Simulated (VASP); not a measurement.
Wanted: the native input for a VASP 6.6.1 run.

* Task: single point
* Functional: PBE
* Dispersion: D3(BJ)
* Potentials or basis: VASP PAW PBE potentials, release 64 (As)
* Cutoff: 520 eV
* k mesh: 15 × 15 × 15
* Occupations: gaussian, width 0.1 eV
* Spin: no spin polarisation
* Dipole correction: no
* Further INCAR settings: ALGO = Normal; EDIFF = 1e-06; NBANDS = 12

The structure of As lies in POSCAR:

```
As
1.0
    1.8914380025      1.0920222399      3.3713915096
   -1.8914380025      1.0920222399      3.3713915096
    0.0000000000     -2.1840444798      3.3713915096
As
2
Direct
    0.7697136435      0.7697136435      0.7697136435
    0.2302863565      0.2302863565      0.2302863565
```

The input as run:

INCAR

```
SYSTEM = As
  PREC = Accurate
  ENCUT = 520
  EDIFF = 1E-6
  ISMEAR = 0
  SIGMA = 0.1
  LREAL = .FALSE.
  LASPH = .TRUE.
  NELM = 80
  ALGO = Normal
  ISIF = 2
  LWAVE = .FALSE.
  LCHARG = .FALSE.
  GGA = PE
  IVDW = 12
  NBANDS = 12
```

KPOINTS

```
regular mesh
0
G
  15 15 15
  0 0 0
```

Potentials or basis: VASP PAW PBE potentials, release 64 (As).

Launch:

```bash
$ cat potpaw_PBE.64/As/POTCAR > POTCAR
$ mpirun -np 1 vasp_std > vasp.out
```

Results of the run:

```json
{
 "Pressure": "0.3 GPa",
 "Largest force": "0.052 eV/Å",
 "Band gap on the k mesh": "zero (bands 5 and 6 overlap by 0.14 eV)",
 "Dispersion energy per atom": "-0.433 eV"
}
```

It took 72 s on 1 thread of AMD EPYC 9R45 96-Core Processor (Zen 5), with other jobs on the host, peak memory 0.26 GiB.
